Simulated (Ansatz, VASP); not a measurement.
## MgZn7O8 in VASP and in Ansatz

```
Mg Zn O
1.0
     0.00000    0.00000   -5.20371
     3.23502    5.60322    0.00000
     3.23502   -5.60322    0.00000
Mg Zn O
1 7 8
Direct
  0.49968 0.16667 0.33333
  0.50196 0.16815 0.83408
  0.50196 0.66592 0.33185
  0.50196 0.66592 0.83408
  0.99920 0.33361 0.66723
  0.99920 0.33361 0.16639
  0.00114 0.83333 0.66667
  0.99920 0.83277 0.16639
  0.61991 0.33294 0.66589
  0.61991 0.33294 0.16706
  0.62071 0.83333 0.66667
  0.61991 0.83411 0.16706
  0.11963 0.16667 0.33333
  0.12118 0.16675 0.83337
  0.12118 0.66663 0.33325
  0.12118 0.66663 0.83337
```

Alike in both runs: task single point; functional r2SCAN; k mesh 6 × 6 × 6; occupations gaussian, width 0.02 eV; no spin polarisation.

|  | VASP | Ansatz |
| --- | --- | --- |
| version | VASP 6.6.1 | Ansatz 0.2.0 |
| potentials or method | VASP PAW PBE potentials, release 64 (Mg, Zn, O), cutoff 520 eV | scalar-relativistic, plane waves, PAW |
| valence electrons in the cell | 134 | 142 |

|  | VASP | Ansatz | Ansatz less VASP |
| --- | --- | --- | --- |
| gap on the k mesh at the Fermi level (eV) | 1.53 | 1.54 | +0.004 |
| least direct gap on the mesh (eV) | 1.53 | 1.54 | +0.004 |
| pressure (GPa) | 1.1 | 0.3 | -0.82 |
| traceless stress, the component that is largest in VASP (GPa) | -0.05 | -0.11 | -0.059 |
| rms of the force components (eV/Å) | 0.052 | 0.028 | -0.0248 |

VASP's potentials were made for PBE, not for r2SCAN. Atom by atom the forces differ by 0.025 eV/Å (rms over components). VASP's potentials hold 134 valence electrons a cell and Ansatz's 142, so a difference there can come from the potentials and not from the codes.
